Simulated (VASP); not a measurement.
# ZnS (P6_3mc) in VASP: notebook

The runs below take ZnS through single point, relaxation of cell and atoms, with PBE.

Everything below comes from runs of VASP 6.6.1. Logs are shortened: lines on timing, memory, paths and dates and some standing lists are left out, and cuts for length are marked.

## Step 1: The cell of the first run

The structure is hexagonal, space group P6_3mc (No. 186). Conventional cell: a = 3.845 Å, b = 3.845 Å, c = 6.304 Å, α = 90.00°, β = 90.00°, γ = 120.00°. Within 3.1 Å of Zn (site symmetry 3m) lie 4 S at 2.36 Å. Within 3.1 Å of S (site symmetry 3m) lie 4 Zn at 2.36 Å.

## Step 2: Single point, PBE

Contents of INCAR:

```
ALGO = Normal
EDIFF = 1E-6
ENCUT = 520
GGA = PE
ISIF = 2
ISMEAR = 0
LASPH = T
LCHARG = T
LELF = T
LREAL = F
LVHAR = T
LWAVE = F
NBANDS = 26
NELM = 100
PREC = Accurate
SIGMA = 0.02
```

Contents of KPOINTS:

```
k-points
0
Gamma
  12 12 4
```

Contents of POSCAR:

```
ZnS
1.0
    3.8446683214      0.0000000000      0.0000000000
   -1.9223341607      3.3295804355      0.0000000000
    0.0000000000      0.0000000000      6.3042117057
Zn S
2 2
Direct
    0.6666666667      0.3333333333      0.5030005373
    0.3333333333      0.6666666667      0.0030005373
    0.6666666667      0.3333333333      0.8773094627
    0.3333333333      0.6666666667      0.3773094627
```

Potentials or basis: VASP PAW PBE potentials, release 64 (Zn, S).

Launch:

```console
$ cat potpaw_PBE.64/Zn/POTCAR potpaw_PBE.64/S/POTCAR > POTCAR
$ mpirun -np 1 vasp_std > vasp.out
```

OUTCAR:

```text
EDIFF = 1E-6
   ENCUT = 520
   GGA = PE
   ISIF = 2
   ISMEAR = 0
   LASPH = T
   LREAL = F
   NELM = 100
   PREC = Accurate

 ion  position               nearest neighbor table
   1  0.667  0.333  0.503-   4 2.36   4 2.36   4 2.36   3 2.36
   2  0.333  0.667  0.003-   3 2.36   3 2.36   3 2.36   4 2.36
   3  0.667  0.333  0.877-   2 2.36   2 2.36   2 2.36   1 2.36
   4  0.333  0.667  0.377-   1 2.36   1 2.36   1 2.36   2 2.36

  LATTYP: Found a hexagonal cell.
 ALAT       =     3.8446683214
 C/A-ratio  =     1.6397283663

  Lattice vectors:

 A1 = (   3.8446683214,   0.0000000000,   0.0000000000)
 A2 = (  -1.9223341607,   3.3295804355,   0.0000000000)
 A3 = (   0.0000000000,   0.0000000000,   6.3042117057)

Analysis of symmetry for initial positions (statically):
=====================================================================
 Subroutine PRICEL returns:
 Original cell was already a primitive cell.

 Routine SETGRP: Setting up the symmetry group for a
 hexagonal supercell.

 Subroutine GETGRP returns: Found 12 space group operations
 (whereof  6 operations were pure point group operations)
 out of a pool of 24 trial point group operations.

The static configuration has the point symmetry C_3v.
 The point group associated with its full space group is C_6v.

Analysis of symmetry for dynamics (positions and initial velocities):
=====================================================================
 Subroutine PRICEL returns:
 Original cell was already a primitive cell.

 Routine SETGRP: Setting up the symmetry group for a
 hexagonal supercell.

 Subroutine GETGRP returns: Found 12 space group operations
 (whereof  6 operations were pure point group operations)
 out of a pool of 24 trial point group operations.

The dynamic configuration has the point symmetry C_3v.
 The point group associated with its full space group is C_6v.

 Subroutine INISYM returns: Found 12 space group operations
 (whereof  6 operations are pure point group operations),
 and found     1 'primitive' translations

----------------------------------------------------------------------------------------

                                     Primitive cell

  volume of cell :      80.7010

  direct lattice vectors                    reciprocal lattice vectors
     3.844668321  0.000000000  0.000000000     0.260100460  0.150169071  0.000000000
    -1.922334161  3.329580436  0.000000000     0.000000000  0.300338142  0.000000000
     0.000000000  0.000000000  6.304211706     0.000000000  0.000000000  0.158624115

  length of vectors
     3.844668321  3.844668321  6.304211706     0.300338142  0.300338142  0.158624115

  position of ions in fractional coordinates (direct lattice)
     0.666666667  0.333333333  0.503000537
     0.333333333  0.666666667  0.003000537
     0.666666667  0.333333333  0.877309463
     0.333333333  0.666666667  0.377309463

  ion indices of the primitive-cell ions
   primitive index   ion index
                 1           1
                 2           2
                 3           3
                 4           4

----------------------------------------------------------------------------------------

 KPOINTS: k-points

Automatic generation of k-mesh.
 Grid dimensions read from file:
 generate k-points for:   12   12    4

 Generating k-lattice:

  Cartesian coordinates                     Fractional coordinates (reciprocal lattice)
     0.021675038  0.012514089  0.000000000     0.083333333  0.000000000  0.000000000
     0.000000000  0.025028178  0.000000000     0.000000000  0.083333333  0.000000000
     0.000000000  0.000000000  0.039656029     0.000000000  0.000000000  0.250000000

  Length of vectors
     0.025028178  0.025028178  0.039656029

  Shift w.r.t. Gamma in fractional coordinates (k-lattice)
     0.000000000  0.000000000  0.000000000

 Subroutine IBZKPT returns following result:
 ===========================================

 Found     57 irreducible k-points:

 Following reciprocal coordinates:
            Coordinates               Weight
  0.000000  0.000000  0.000000      1.000000
  0.083333  0.000000  0.000000      6.000000
  0.166667  0.000000  0.000000      6.000000
  0.250000  0.000000  0.000000      6.000000
  0.333333 -0.000000  0.000000      6.000000
  0.416667  0.000000  0.000000      6.000000
[... 16 lines left out ...]
  0.250000  0.000000  0.250000     12.000000
  0.333333 -0.000000  0.250000     12.000000
 [... further k-points ...]
   k-points           NKPTS =     57   k-points in BZ     NKDIM =     57   number of bands    NBANDS=     26
   number of dos      NEDOS =    301   number of ions     NIONS =      4
   total plane-waves  NPLWV =  43200
   dimension x,y,z NGX =    30 NGY =   30 NGZ =   48
   dimension x,y,z NGXF=    60 NGYF=   60 NGZF=   96
   ions per type =               2   2
   NGX,Y,Z   is equivalent  to a cutoff of  12.97, 12.97, 12.66 a.u.
   NGXF,Y,Z  is equivalent  to a cutoff of  25.94, 25.94, 25.32 a.u.
 SYSTEM =  unknown system
   PREC   = accura    normal or accurate (medium, high low for compatibility)
   ISTART =      0    job   : 0-new  1-cont  2-samecut
   ICHARG =      2    charge: 1-file 2-atom 10-const
   ISPIN  =      1    spin polarized calculation?
   LNONCOLLINEAR =      F non collinear calculations
   LSORBIT =      F    spin-orbit coupling
   LASPH  =      T    aspherical Exc in radial PAW
   ENCUT  =  520.0 eV  38.22 Ry    6.18 a.u.   7.15  7.15 11.72*2*pi/ulx,y,z
   NELM   =    100;   NELMIN=  2; NELMDL= -5     # of ELM steps
   EDIFF  = 0.1E-05   stopping-criterion for ELM
   LREAL  =      F    real-space projection
   EDIFFG = 0.1E-04   stopping-criterion for IOM
   NSW    =      0    number of steps for IOM
   IBRION =     -1    ionic relax: 0-MD 1-quasi-New 2-CG
   NFREE  =      0    steps in history (QN), initial steepest desc. (CG)
   ISIF   =      2    stress and relaxation
   ISYM   =      2    0-nonsym 1-usesym 2-fastsym
   POTIM  = 0.5000    time-step for ionic-motion
   TEBEG  =    0.0;   TEEND  =   0.0 temperature during run
   PSTRESS=    0.0 pullay stress
   NELECT =      36.0000    total number of electrons
   NUPDOWN=      -1.0000    fix difference up-down
   EMIN   =  10.00;   EMAX   =-10.00  energy-range for DOS
   EFERMI =   0.00;   METHOD = LEGACY
   ISMEAR =     0;   SIGMA  =   0.02  broadening in eV -4-tet -1-fermi 0-gaus
   EFERMI_NEDOS =   21; number of points for ismear=-14 and -15
   IALGO  =     38    algorithm
   IMIX   =      4    mixing-type and parameters
     AMIX     =   0.40;   BMIX     =  1.00
     AMIX_MAG =   1.60;   BMIX_MAG =  1.00
  volume/ion in A,a.u.               =      20.18       136.15
  Fermi-wavevector in a.u.,A,eV,Ry     =   1.250881  2.363822 21.289075  1.564703
  Thomas-Fermi vector in A             =   2.384854
   LORBIT       =      0    0 simple, 1 ext, 2 COOP (PROOUT), +10 PAW based schemes
   GGA     = PE    functional components
   LHFCALC =     F    Hartree Fock is set to
   AEXX    =    0.0000 exact exchange contribution
   IVDW    =     0    specifies the selected vdW correction
   LEPSILON=     F    determine dielectric tensor
   LRPA    =     F    only Hartree local field effects (RPA)
 non-spin polarized calculation
 Gauss-broadening in eV      SIGMA  =   0.02
  energy-cutoff  :      520.00
  volume of cell :       80.70
 maximum number of plane-waves:      2208
 NGX is ok and might be reduce to    30
   NGX = 15   NGY = 15   NGZ = 23

 number of electron      36.0000022 magnetization

 Free energy of the ion-electron system (eV)
  ---------------------------------------------------
  ext. energy  EPLUGINS =         0.00000000
  ---------------------------------------------------
  free energy    TOTEN  =       -13.69372281 eV

  energy without entropy =      -13.69372281  energy(sigma->0) =      -13.69372281

 E-fermi :   2.0175     XC(G=0):  -9.5186

 val. band max:        1.9184899724   @ k =   0.0000   0.0000   0.0000
 cond. band min:       4.0018744044   @ k =   0.0000   0.0000   0.0000
 fundamental gap:      2.0833844320
 Fermi energy:         2.0175287123

 k-point     1 :       0.0000    0.0000    0.0000
  band No.  band energies     occupation
      1     -11.0929      2.00000
      2     -10.2024      2.00000
      3      -4.3404      2.00000
      4      -4.3268      2.00000
      5      -4.3268      2.00000
      6      -4.2482      2.00000
[... 18 lines left out ...]
     25       9.5980      0.00000
     26      11.0494      0.00000

 k-point     2 :       0.0833    0.0000    0.0000
  band No.  band energies     occupation
      1     -11.0477      2.00000
      2     -10.1770      2.00000
      3      -4.3359      2.00000
      4      -4.3246      2.00000
      5      -4.3178      2.00000
      6      -4.2434      2.00000
[... 18 lines left out ...]
     25       9.8054      0.00000
     26      10.7816      0.00000

 k-point     3 :       0.1667    0.0000    0.0000
  band No.  band energies     occupation
      1     -10.9183      2.00000
      2     -10.1084      2.00000
      3      -4.3366      2.00000
      4      -4.3048      2.00000
      5      -4.2944      2.00000
      6      -4.2241      2.00000
[... 18 lines left out ...]
     25      10.1768      0.00000
     26      10.3796      0.00000

 k-point     4 :       0.2500    0.0000    0.0000
  band No.  band energies     occupation
      1     -10.7243      2.00000
      2     -10.0187      2.00000
      3      -4.3333      2.00000
      4      -4.2784      2.00000
      5      -4.2665      2.00000
      6      -4.1788      2.00000
[... 18 lines left out ...]
     25      10.3784      0.00000
     26      10.7221      0.00000
[... 496 lines left out ...]
      1     -10.8129      2.00000
      2     -10.2423      2.00000
      3      -4.3475      2.00000
      4      -4.2958      2.00000
      5      -4.2834      2.00000
      6      -4.2422      2.00000
[... 18 lines left out ...]
     25      10.0132      0.00000
     26      10.2367      0.00000

 k-point    23 :       0.2500    0.0000    0.2500
  band No.  band energies     occupation
      1     -10.6296      2.00000
      2     -10.1315      2.00000
      3      -4.3445      2.00000
      4      -4.2821      2.00000
      5      -4.2514      2.00000
      6      -4.1928      2.00000
[... 18 lines left out ...]
     25      10.3202      0.00000
     26      10.7929      0.00000

 k-point    24 :       0.3333   -0.0000    0.2500
  band No.  band energies     occupation
      1     -10.4221      2.00000
      2     -10.0258      2.00000
      3      -4.3340      2.00000
      4      -4.2621      2.00000
      5      -4.2241      2.00000
      6      -4.1190      2.00000
[... 18 lines left out ...]
     25      10.6211      0.00000
     26      11.6611      0.00000

 [... further k-points ...]
[... 5 lines left out ...]
  --------------------------------------------------------------------------------------
  -------------------------------------------------------------------------------------
  Total        0.0764588      0.0764588      0.1060527      0.0000000      0.0000000      0.0000000
  in kB        1.5179544      1.5179544      2.1054893      0.0000000      0.0000000      0.0000000
  external PRESSURE =       1.7137994 kB  Pullay stress =       0.0000000 kB

 VOLUME and BASIS-vectors are now :
 -----------------------------------------------------------------------------
  energy-cutoff  :      520.00
  volume of cell :       80.70
      direct lattice vectors                 reciprocal lattice vectors
     3.844668321  0.000000000  0.000000000     0.260100460  0.150169071  0.000000000
    -1.922334161  3.329580436  0.000000000     0.000000000  0.300338142  0.000000000
     0.000000000  0.000000000  6.304211706     0.000000000  0.000000000  0.158624115

 POSITION                                       TOTAL-FORCE (eV/Angst)
 -----------------------------------------------------------------------------------
      1.92233      1.10986      3.17102        -0.000000      0.000000     -0.007317
     -0.00000      2.21972      0.01892        -0.000000     -0.000000     -0.007317
      1.92233      1.10986      5.53074         0.000000     -0.000000      0.007317
     -0.00000      2.21972      2.37864         0.000000      0.000000      0.007317
 -----------------------------------------------------------------------------------
    total drift:                                0.000000      0.000001     -0.002116

  FREE ENERGIE OF THE ION-ELECTRON SYSTEM (eV)
  ---------------------------------------------------
  free  energy   TOTEN  =       -13.6937228115 eV

  energy  without entropy=      -13.6937228115  energy(sigma->0) =      -13.69372281
```

It took 84 s on 1 thread of Intel Xeon Platinum 8559C (Emerald Rapids), shared host; peak memory 0.25 GiB.

What came out:

```yaml
Free_energy: -13.6937 eV
Pressure: 0.2 GPa
Largest_force: 0.007 eV/Å
Band_gap_on_the_k_mesh: 2.08 eV, direct
```

Forces in eV/Å, atoms in the order of the input:
```
Zn   0.000  0.000 -0.007
Zn   0.000  0.000 -0.007
S    0.000  0.000  0.007
S    0.000  0.000  0.007
```

A k mesh can miss the band edges. PBE gaps usually lie below the measured ones, often by a third to a half.

## Step 3: Relaxation of cell and atoms, PBE

Contents of INCAR:

```
SYSTEM = ZnS
PREC = Accurate
ENCUT = 600
EDIFF = 1E-6
ISMEAR = 0
SIGMA = 0.02
LREAL = .FALSE.
LASPH = .TRUE.
NELM = 100
ALGO = Normal
ISIF = 3
LWAVE = .FALSE.
LCHARG = .FALSE.
GGA = PE
IBRION = 2
NSW = 80
EDIFFG = -0.01
```

Contents of KPOINTS:

```
Automatic mesh
0
G
  12 12 4
  0 0 0
```

Contents of POSCAR:

```
ZnS
1.0
    3.8441030014      0.0000000000      0.0000000000
   -1.9220515007      3.3290908540      0.0000000000
    0.0000000000      0.0000000000      6.3022531300
Zn S
2 2
Direct
    0.6666666667      0.3333333333      0.5030342528
    0.3333333333      0.6666666667      0.0030342528
    0.6666666667      0.3333333333      0.8772757472
    0.3333333333      0.6666666667      0.3772757472
```

Potentials or basis: VASP PAW PBE potentials, release 64 (Zn, S).

Launch:

```console
$ cat potpaw_PBE.64/Zn/POTCAR potpaw_PBE.64/S/POTCAR > POTCAR
$ mpirun -np 1 vasp_std > vasp.out
```

Run time: 1.8 min. Hardware: 1 thread of Intel Xeon Platinum 8559C (Emerald Rapids), shared host; peak memory 0.28 GiB.

It converged, with:

```
Free energy                            : -13.6938 eV
Relaxed volume                         : 20.24 Å³/atom
Relaxed cell                           : a = 3.848 Å, b = 3.848 Å, c = 6.313 Å, α = 90.00°, β = 90.00°, γ = 120.00°
Space group after relaxing (to 0.05 Å) : P6_3mc (No. 186)
Energy gained by relaxing              : 0.0 meV/atom
Ionic steps                            : 2
Pressure after relaxing                : 0.0 GPa
Band gap on the k mesh                 : 2.07 eV, direct
```

Forces in eV/Å, atoms in the order of the input:
```
Zn   0.000  0.000 -0.002
Zn   0.000  0.000 -0.002
S    0.000  0.000  0.002
S    0.000  0.000  0.002
```

Step by step:
```
step  energy change (eV)  largest force (eV/Å)  pressure (GPa)  volume (Å³)
   1              0.0000                0.0109            0.21        80.65
   2             -0.0002                0.0025           -0.05        80.96
```

Final structure:
```cif
data_structure
_symmetry_space_group_name_H-M 'P 1'
_symmetry_Int_Tables_number 1
_cell_length_a 3.8482
_cell_length_b 3.8482
_cell_length_c 6.3127
_cell_angle_alpha 90.000
_cell_angle_beta 90.000
_cell_angle_gamma 120.000
_cell_volume 80.96
loop_
_atom_site_label
_atom_site_type_symbol
_atom_site_fract_x
_atom_site_fract_y
_atom_site_fract_z
_atom_site_occupancy
Zn1 Zn 0.66667 0.33333 0.50295 1
Zn2 Zn 0.33333 0.66667 0.00295 1
S1 S 0.66667 0.33333 0.87736 1
S2 S 0.33333 0.66667 0.37736 1
```

Levels at points of the mesh, in eV from the valence-band top:
```csv
k point,band 14,band 15,band 16,band 17,band 18,band 19,band 20,band 21,band 22
"(0.00, 0.00, 0.00)",-0.85,-0.85,-0.08,0.00,0.00,2.07,3.05,6.33,6.33
"(0.50, 0.00, 0.00)",-4.00,-3.13,-2.13,-1.60,-0.84,3.69,4.17,5.14,6.93
"(0.00, 0.00, 0.50)",-2.80,-0.44,-0.44,-0.44,-0.44,3.47,3.47,6.75,6.75
"(0.50, 0.00, 0.50)",-4.73,-1.56,-1.56,-1.54,-1.54,3.54,3.54,5.24,5.24
```

A k mesh can miss the band edges. Expect the measured gap to be larger: semilocal functionals such as PBE lack the derivative discontinuity.
